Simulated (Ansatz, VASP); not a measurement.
One calculation of WC, two programs

File POSCAR:

```
WC
1.0
    0.0000000000      2.1378669000      2.1378669000
    2.1378669000      0.0000000000      2.1378669000
    2.1378669000      2.1378669000      0.0000000000
W C
1 1
Direct
    0.0000000000      0.0000000000      0.0000000000
    0.5000000000      0.5000000000      0.5000000000
```

File INCAR.step1:

```
PREC = Accurate
ENCUT = 520
ISMEAR = 0
SIGMA = 0.15
LREAL = False
LASPH = True
NELM = 80
NBANDS = 16
GGA = PE
ALGO = Normal
EDIFF = 1E-4
LWAVE = True
LCHARG = False
```

The input INCAR.step2:

```
PREC = Accurate
ENCUT = 520
EDIFF = 1E-6
ISMEAR = 0
SIGMA = 0.15
LREAL = False
LASPH = True
NELM = 80
ALGO = Normal
ISIF = 2
LWAVE = False
LCHARG = False
METAGGA = R2SCAN
LMIXTAU = True
NBANDS = 16
ISTART = 1
```

KPOINTS

```
Automatic mesh
0
Gamma
  18 18 18
```

Input for Ansatz:

```yaml
crystal:
  lattice:
    - [0.0, 2.1378669, 2.1378669]
    - [2.1378669, 0.0, 2.1378669]
    - [2.1378669, 2.1378669, 0.0]
  atoms:
    - { symbol: W, position: [0.0, 0.0, 0.0] }
    - { symbol: C, position: [0.5, 0.5, 0.5] }
basis:
  ecutwfc: 500
kpoints:
  mp_grid: { grid: [18, 18, 18] }
hamiltonian:
  xc: r2scan
scf:
  occupations: { method: gaussian, width: 0.15 }
output:
  forces: true
  stress: true
  eigenvalues: true
```

Change from the starting cell: strain -0.025 along x and y, -0.025 along z, atoms carried along.

Alike in both runs: task single point; functional r2SCAN; k mesh 18 × 18 × 18; occupations gaussian, width 0.15 eV; no spin polarisation.

|  | VASP | Ansatz |
| --- | --- | --- |
| version | VASP 6.6.1 | Ansatz 0.2.0 |
| potentials or method | VASP PAW PBE potentials, release 64 (W_sv, C), cutoff 520 eV | scalar-relativistic, plane waves, PAW |
| valence electrons in the cell | 18 | 18 |

|  | VASP | Ansatz | Ansatz less VASP |
| --- | --- | --- | --- |
| gap on the k mesh at the Fermi level (eV) | none | none | - |
| pressure (GPa) | 29.1 | 26.9 | -2.14 |

VASP's potentials were made for PBE, not for r2SCAN. A gap of «none» marks a metal or a gap that the smearing closes.

Neither program's run includes spin-orbit coupling.
